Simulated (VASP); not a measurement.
Wanted: the native input for a VASP 6.6.1 run.

| Quantity | Value |
| --- | --- |
| Task | single point |
| Functional | PBE |
| Potentials or basis | VASP PAW PBE potentials, release 64 (Li_sv, H, Ir) |
| Cutoff | 520 eV |
| k mesh | 8 × 8 × 12 |
| Occupations | gaussian, width 0.1 eV |
| Spin | no spin polarisation |
| Dipole correction | no |
| Further INCAR settings | ALGO = Normal; EDIFF = 1e-06; NBANDS = 20 |

The structure of Li2H5Ir lies in POSCAR:

```
Li2H5Ir
1.0
    4.7485215078      0.0000000000      0.0000000000
    0.0000000000      4.7485215078      0.0000000000
    0.0000000000      0.0000000000      3.2523494156
Li H Ir
2 5 1
Direct
    0.0000000000      0.5000000000      0.5000000000
    0.5000000000      0.0000000000      0.5000000000
    0.0000000000      0.0000000000      0.5000000000
    0.2496938754      0.2496938754      0.0000000000
    0.7503061246      0.2496938754      0.0000000000
    0.7503061246      0.7503061246      0.0000000000
    0.2496938754      0.7503061246      0.0000000000
    0.0000000000      0.0000000000      0.0000000000
```

One way to write it, as run:

INCAR

```
SYSTEM = Li2H5Ir
PREC = Accurate
ENCUT = 520
EDIFF = 1E-6
ISMEAR = 0
SIGMA = 0.1
LREAL = .FALSE.
LASPH = .TRUE.
NELM = 60
ALGO = Normal
ISIF = 2
LWAVE = .FALSE.
LCHARG = .FALSE.
GGA = PE
NBANDS = 20
```

KPOINTS

```
regular mesh
0
G
  8 8 12
  0 0 0
```

Potentials or basis: VASP PAW PBE potentials, release 64 (Li_sv, H, Ir).

Run with:

```sh
$ cat potpaw_PBE.64/Li_sv/POTCAR potpaw_PBE.64/H/POTCAR potpaw_PBE.64/Ir/POTCAR > POTCAR
$ mpirun -np 1 vasp_std > vasp.out
```

It gave:

```
Largest force          : 0.035 eV/Å
Band gap on the k mesh : zero (bands 10 and 11 overlap by 0.18 eV)
```

Caveat: spin-orbit coupling is left out, which moves the levels of the heavy elements.

It took 98 s on 1 thread of Intel(R) Xeon(R) Platinum 8375C CPU @ 2.90GHz (Ice Lake) (shared host), peak memory 0.29 GiB.
